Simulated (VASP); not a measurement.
# Ge in VASP: single point with PBE+D3(BJ)

Aim: the single point of Ge with PBE+D3(BJ).

All numbers are computed with VASP 6.6.1; they aren't measurements. Logs are shortened: lines on timing, memory, paths and dates and some standing lists are left out, and cuts for length are marked.

## (1) The cell of the first run

The cell holds a slab with vacuum, 16 atoms: a = 8.060 Å, b = 8.060 Å, c = 23.921 Å, α = 90.00°, β = 90.00°, γ = 120.00°.

## (2) Single point, PBE+D3(BJ)

The input, INCAR:

```
SYSTEM = Ge
PREC = Accurate ; ENCUT = 410
EDIFF = 1E-6 ; ISMEAR = 0
SIGMA = 0.1 ; LREAL = .False.
LASPH = .True. ; NELM = 120
ALGO = Normal ; ISIF = 2
LWAVE = .False. ; LCHARG = .False.
LDIPOL = .True. ; IDIPOL = 3
DIPOL = 0.5 0.5 0.423 ; GGA = PE
IVDW = 12 ; NBANDS = 126
GGA_COMPAT = .False. ; NELMDL = -8
```

The input, KPOINTS:

```
Automatic mesh
0
Gamma
  3 3 1
  0 0 0
```

The input, POSCAR:

```
Ge
1.0
    8.0601468051      0.0000000000      0.0000000000
   -4.0300734025      6.9802918914      0.0000000000
    0.0000000000      0.0000000000     23.9214764426
Ge
16
Direct
    0.6666666667      0.3333333333      0.3344275183
    0.6666666667      0.8333333333      0.3344275183
    0.1666666667      0.3333333333      0.3344275183
    0.1666666667      0.8333333333      0.3344275183
    0.5000000000      0.5000000000      0.3688165030
    0.5000000000      0.0000000000      0.3688165030
    0.0000000000      0.5000000000      0.3688165030
    0.0000000000      0.0000000000      0.3688165030
    0.0063540372      0.4935218907      0.4768548815
   -0.0049962788     -0.0139626385      0.4765812209
    0.5119829554      0.5022713765      0.4775042594
    0.5117448288     -0.0116564569      0.4774953806
    0.8415733367      0.6582671316      0.5137453125
    0.8425672181      0.1629265908      0.5123436310
    0.3366390043      0.6578109746      0.5124981389
    0.3378237124      0.1584215659      0.5002865884
```

Potentials or basis: VASP PAW PBE potentials, release 64 (Ge_d).

Launch:

```sh
$ cat potpaw_PBE.64/Ge_d/POTCAR > POTCAR
$ mpirun -np 1 vasp_std > vasp.out
```

OUTCAR:

```text
SYSTEM = Ge
   PREC = Accurate
   ENCUT = 410
   EDIFF = 1E-6
   ISMEAR = 0
   LREAL = .False.
   LASPH = .True.
   NELM = 120
   ISIF = 2
   GGA = PE
   IVDW = 12
   NELMDL = -8
 IVDW          = 12

 ion  position               nearest neighbor table
   1  0.667  0.333  0.334-   6 2.47   7 2.47   5 2.47
   2  0.667  0.833  0.334-   5 2.47   8 2.47   6 2.47
   3  0.167  0.333  0.334-   8 2.47   5 2.47   7 2.47
   4  0.167  0.833  0.334-   7 2.47   6 2.47   8 2.47
   5  0.500  0.500  0.369-   2 2.47   3 2.47   1 2.47  11 2.60
   6  0.500  0.000  0.369-   1 2.47   4 2.47   2 2.47  12 2.60
   7  0.000  0.500  0.369-   4 2.47   1 2.47   3 2.47   9 2.59
   8  0.000  0.000  0.369-   3 2.47   2 2.47   4 2.47  10 2.58
   9  0.006  0.494  0.477-  15 2.46  14 2.46  13 2.46   7 2.59
  10  0.995  0.986  0.477-  14 2.45  13 2.46  16 2.46   8 2.58
  11  0.512  0.502  0.478-  15 2.46  13 2.46  16 2.46   5 2.60
  12  0.512  0.988  0.477-  15 2.46  14 2.46  16 2.46   6 2.60
  13  0.842  0.658  0.514-  10 2.46  11 2.46   9 2.46
  14  0.843  0.163  0.512-  10 2.45  12 2.46   9 2.46
  15  0.337  0.658  0.512-  12 2.46  11 2.46   9 2.46
  16  0.338  0.158  0.500-  10 2.46  11 2.46  12 2.46

  LATTYP: Found a hexagonal cell.
 ALAT       =     8.0601468051
 C/A-ratio  =     2.9678710600

  Lattice vectors:

 A1 = (   8.0601468051,   0.0000000000,   0.0000000000)
 A2 = (  -4.0300734025,   6.9802918914,   0.0000000000)
 A3 = (   0.0000000000,   0.0000000000,  23.9214764426)

Analysis of symmetry for initial positions (statically):
=====================================================================
 Subroutine PRICEL returns:
 Original cell was already a primitive cell.

 Routine SETGRP: Setting up the symmetry group for a
 hexagonal supercell.

 Subroutine GETGRP returns: Found  1 space group operations
 (whereof  1 operations were pure point group operations)
 out of a pool of 24 trial point group operations.

The static configuration has the point symmetry C_1 .

Analysis of symmetry for dynamics (positions and initial velocities):
=====================================================================
 Subroutine PRICEL returns:
 Original cell was already a primitive cell.

 Routine SETGRP: Setting up the symmetry group for a
 hexagonal supercell.

 Subroutine GETGRP returns: Found  1 space group operations
 (whereof  1 operations were pure point group operations)
 out of a pool of 24 trial point group operations.

The dynamic configuration has the point symmetry C_1 .

 Subroutine INISYM returns: Found  1 space group operations
 (whereof  1 operations are pure point group operations),
 and found     1 'primitive' translations

----------------------------------------------------------------------------------------

                                     Primitive cell

  volume of cell :    1345.8744

  direct lattice vectors                    reciprocal lattice vectors
     8.060146805  0.000000000  0.000000000     0.124067219  0.071630242  0.000000000
    -4.030073403  6.980291891  0.000000000     0.000000000  0.143260485  0.000000000
     0.000000000  0.000000000 23.921476443     0.000000000  0.000000000  0.041803440

  length of vectors
     8.060146805  8.060146805 23.921476443     0.143260485  0.143260485  0.041803440

  position of ions in fractional coordinates (direct lattice)
     0.666666667  0.333333333  0.334427518
     0.666666667  0.833333333  0.334427518
     0.166666667  0.333333333  0.334427518
     0.166666667  0.833333333  0.334427518
     0.500000000  0.500000000  0.368816503
     0.500000000  0.000000000  0.368816503
[... 8 lines left out ...]
     0.336639004  0.657810975  0.512498139
     0.337823712  0.158421566  0.500286588

  ion indices of the primitive-cell ions
   primitive index   ion index
                 1           1
                 2           2
                 3           3
                 4           4
                 5           5
                 6           6
[... 8 lines left out ...]
                15          15
                16          16

----------------------------------------------------------------------------------------

 KPOINTS: Automatic mesh

Automatic generation of k-mesh.
 Grid dimensions read from file:
 generate k-points for:    3    3    1

 Generating k-lattice:

  Cartesian coordinates                     Fractional coordinates (reciprocal lattice)
     0.041355740  0.023876747  0.000000000     0.333333333  0.000000000  0.000000000
     0.000000000  0.047753495  0.000000000     0.000000000  0.333333333  0.000000000
     0.000000000  0.000000000  0.041803440     0.000000000  0.000000000  1.000000000

  Length of vectors
     0.047753495  0.047753495  0.041803440

  Shift w.r.t. Gamma in fractional coordinates (k-lattice)
     0.000000000  0.000000000  0.000000000

 Subroutine IBZKPT returns following result:
 ===========================================

 Found      5 irreducible k-points:

 Following reciprocal coordinates:
            Coordinates               Weight
  0.000000  0.000000  0.000000      1.000000
  0.333333  0.000000  0.000000      2.000000
  0.000000  0.333333  0.000000      2.000000
 -0.333333  0.333333  0.000000      2.000000
  0.333333  0.333333  0.000000      2.000000
   k-points           NKPTS =      5   k-points in BZ     NKDIM =      5   number of bands    NBANDS=    126
   number of dos      NEDOS =    301   number of ions     NIONS =     16
   total plane-waves  NPLWV = 466560
   dimension x,y,z NGX =    54 NGY =   54 NGZ =  160
   dimension x,y,z NGXF=   108 NGYF=  108 NGZF=  320
   ions per type =              16
   NGX,Y,Z   is equivalent  to a cutoff of  11.14, 11.14, 11.12 a.u.
   NGXF,Y,Z  is equivalent  to a cutoff of  22.28, 22.28, 22.24 a.u.
 SYSTEM =  Ge
   PREC   = accura    normal or accurate (medium, high low for compatibility)
   ISTART =      0    job   : 0-new  1-cont  2-samecut
   ICHARG =      2    charge: 1-file 2-atom 10-const
   ISPIN  =      1    spin polarized calculation?
   LNONCOLLINEAR =      F non collinear calculations
   LSORBIT =      F    spin-orbit coupling
   LASPH  =      T    aspherical Exc in radial PAW
   ENCUT  =  410.0 eV  30.13 Ry    5.49 a.u.  13.31 13.31 39.49*2*pi/ulx,y,z
   NELM   =    120;   NELMIN=  2; NELMDL= -8     # of ELM steps
   EDIFF  = 0.1E-05   stopping-criterion for ELM
   LREAL  =      F    real-space projection
   EDIFFG = 0.1E-04   stopping-criterion for IOM
   NSW    =      0    number of steps for IOM
   IBRION =     -1    ionic relax: 0-MD 1-quasi-New 2-CG
   NFREE  =      0    steps in history (QN), initial steepest desc. (CG)
   ISIF   =      2    stress and relaxation
   ISYM   =      2    0-nonsym 1-usesym 2-fastsym
   POTIM  = 0.5000    time-step for ionic-motion
   TEBEG  =    0.0;   TEEND  =   0.0 temperature during run
   PSTRESS=    0.0 pullay stress
   NELECT =     224.0000    total number of electrons
   NUPDOWN=      -1.0000    fix difference up-down
   EMIN   =  10.00;   EMAX   =-10.00  energy-range for DOS
   EFERMI =   0.00;   METHOD = LEGACY
   ISMEAR =     0;   SIGMA  =   0.10  broadening in eV -4-tet -1-fermi 0-gaus
   EFERMI_NEDOS =   21; number of points for ismear=-14 and -15
   IALGO  =     38    algorithm
   IMIX   =      4    mixing-type and parameters
     AMIX     =   0.40;   BMIX     =  1.00
     AMIX_MAG =   1.60;   BMIX_MAG =  1.00
  volume/ion in A,a.u.               =      84.12       567.65
  Fermi-wavevector in a.u.,A,eV,Ry     =   0.900512  1.701720 11.033253  0.810921
  Thomas-Fermi vector in A             =   2.023478
   LORBIT       =      0    0 simple, 1 ext, 2 COOP (PROOUT), +10 PAW based schemes
   GGA     = PE    functional components
   LHFCALC =     F    Hartree Fock is set to
   AEXX    =    0.0000 exact exchange contribution
   IVDW    =    12    specifies the selected vdW correction
   LEPSILON=     F    determine dielectric tensor
   LRPA    =     F    only Hartree local field effects (RPA)
 non-spin polarized calculation
 Gauss-broadening in eV      SIGMA  =   0.10
  energy-cutoff  :      410.00
  volume of cell :     1345.87
 maximum number of plane-waves:     25355
 NGX is ok and might be reduce to    54
   NGX = 27   NGY = 27   NGZ = 79

 dipolmoment           0.000000      0.000000      0.243900 electrons x Angstroem

 number of electron     224.0000353 magnetization

 dipolmoment           0.000000      0.000000     -0.015107 electrons x Angstroem

 Free energy of the ion-electron system (eV)
  ---------------------------------------------------
  ext. energy  EPLUGINS =         0.00000000
  ---------------------------------------------------
  free energy    TOTEN  =       -66.14325779 eV

  energy without entropy =      -66.12368724  energy(sigma->0) =      -66.13347251

 E-fermi :  -2.1131     XC(G=0):  -3.3278

 val. band max:       -2.1766817152   @ k =   0.3333   0.3333   0.0000
 cond. band min:      -2.0700639516   @ k =   0.0000   0.0000   0.0000
 fundamental gap:      0.1066177636
 Fermi energy:        -2.1130749791

 k-point     1 :       0.0000    0.0000    0.0000
  band No.  band energies     occupation
      1     -26.5927      2.00000
      2     -26.5911      2.00000
      3     -26.5863      2.00000
      4     -26.5699      2.00000
      5     -26.5566      2.00000
      6     -26.5524      2.00000
[... 116 lines left out ...]
    123      -0.2347      0.00000
    124      -0.2085      0.00000

 k-point     2 :       0.3333    0.0000    0.0000
  band No.  band energies     occupation
      1     -26.5947      2.00000
      2     -26.5908      2.00000
      3     -26.5869      2.00000
      4     -26.5696      2.00000
      5     -26.5630      2.00000
      6     -26.5574      2.00000
[... 116 lines left out ...]
    123       1.1537      0.00000
    124       1.2591      0.00000

 k-point     3 :       0.0000    0.3333    0.0000
  band No.  band energies     occupation
      1     -26.5933      2.00000
      2     -26.5921      2.00000
      3     -26.5872      2.00000
      4     -26.5693      2.00000
      5     -26.5610      2.00000
      6     -26.5584      2.00000
[... 116 lines left out ...]
    123       1.1435      0.00000
    124       1.2640      0.00000

 k-point     4 :      -0.3333    0.3333    0.0000
  band No.  band energies     occupation
      1     -26.5947      2.00000
      2     -26.5911      2.00000
      3     -26.5866      2.00000
      4     -26.5693      2.00000
      5     -26.5638      2.00000
      6     -26.5592      2.00000
[... 116 lines left out ...]
    123       1.1885      0.00000
    124       1.3000      0.00000

 k-point     5 :       0.3333    0.3333    0.0000
  band No.  band energies     occupation
      1     -26.5949      2.00000
      2     -26.5915      2.00000
      3     -26.5873      2.00000
      4     -26.5683      2.00000
      5     -26.5650      2.00000
      6     -26.5605      2.00000
[... 116 lines left out ...]
    123       1.4501      0.00000
    124       1.5656      0.00000
 [bands above 124 left out]

------------------------ aborting loop because EDIFF is reached ----------------------------------------

 vacuum level on the upper side and lower side of the slab       (xc-potential included)        -0.154        -0.107

 Edisp (eV)   -3.43750

 E8    (eV) :    -1.6114

  FORCE on cell =-STRESS in cart. coord.  units (eV):
  Direction    XX          YY          ZZ          XY          YZ          ZX
  --------------------------------------------------------------------------------------
  -------------------------------------------------------------------------------------
  Total      -2.38329    -2.40385    -1.10958    -0.02699     0.04266    -0.08002
  in kB      -2.83716    -2.86162    -1.32088    -0.03213     0.05079    -0.09526
  external pressure =       -2.34 kB  Pullay stress =        0.00 kB

 VOLUME and BASIS-vectors are now :
 -----------------------------------------------------------------------------
  energy-cutoff  :      410.00
  volume of cell :     1345.87
      direct lattice vectors                 reciprocal lattice vectors
     8.060146805  0.000000000  0.000000000     0.124067219  0.071630242  0.000000000
    -4.030073403  6.980291891  0.000000000     0.000000000  0.143260485  0.000000000
     0.000000000  0.000000000 23.921476443     0.000000000  0.000000000  0.041803440

 POSITION                                       TOTAL-FORCE (eV/Angst)
 -----------------------------------------------------------------------------------
      4.03007      2.32676      8.00000         0.012869     -0.009260      0.151182
      2.01504      5.81691      8.00000         0.010987     -0.010464      0.016452
      0.00000      2.32676      8.00000         0.019270     -0.009334      0.156147
     -2.01504      5.81691      8.00000         0.015942     -0.011059      0.148677
      2.01504      3.49015      8.82264        -0.016794      0.026521     -0.119631
      4.03007      0.00000      8.82264         0.007421     -0.002921     -0.122795
[... 8 lines left out ...]
      0.06233      4.59171     12.25971        -0.000217      0.000879     -0.048359
      2.08446      1.10583     11.96759         0.027410      0.025394      0.079127
 -----------------------------------------------------------------------------------
    total drift:                               -0.008818     -0.002194     -0.002602

  FREE ENERGIE OF THE ION-ELECTRON SYSTEM (eV)
  ---------------------------------------------------
  free  energy   TOTEN  =       -69.5807535904 eV

  energy  without entropy=      -69.5611830311  energy(sigma->0) =      -69.57096831

 vacuum level on the upper side and lower side of the slab         2.325         2.373
```

Run time: 38 min. Hardware: 1 thread of Intel Xeon Platinum 8259CL at 2.50GHz (Skylake/Cascade Lake), shared host; peak memory 1.1 GiB.

What came out:

- Free energy: -69.5808 eV
- Largest force: 0.211 eV/Å
- Band gap on the k mesh: zero (bands 112 and 113 overlap by 0.13 eV)
- Dispersion energy per atom: -0.215 eV

Forces on the atoms (eV/Å):
```
Ge   0.013 -0.009  0.151
Ge   0.011 -0.010  0.016
Ge   0.019 -0.009  0.156
Ge   0.016 -0.011  0.149
Ge  -0.017  0.027 -0.120
Ge   0.007 -0.003 -0.123
Ge  -0.011  0.008 -0.149
Ge  -0.031  0.006 -0.192
Ge   0.000 -0.001  0.008
Ge   0.170  0.093  0.083
Ge  -0.005 -0.186  0.029
Ge  -0.156  0.083  0.038
Ge  -0.007 -0.030 -0.050
Ge  -0.037  0.016 -0.028
Ge   0.000  0.001 -0.048
Ge   0.027  0.025  0.079
```
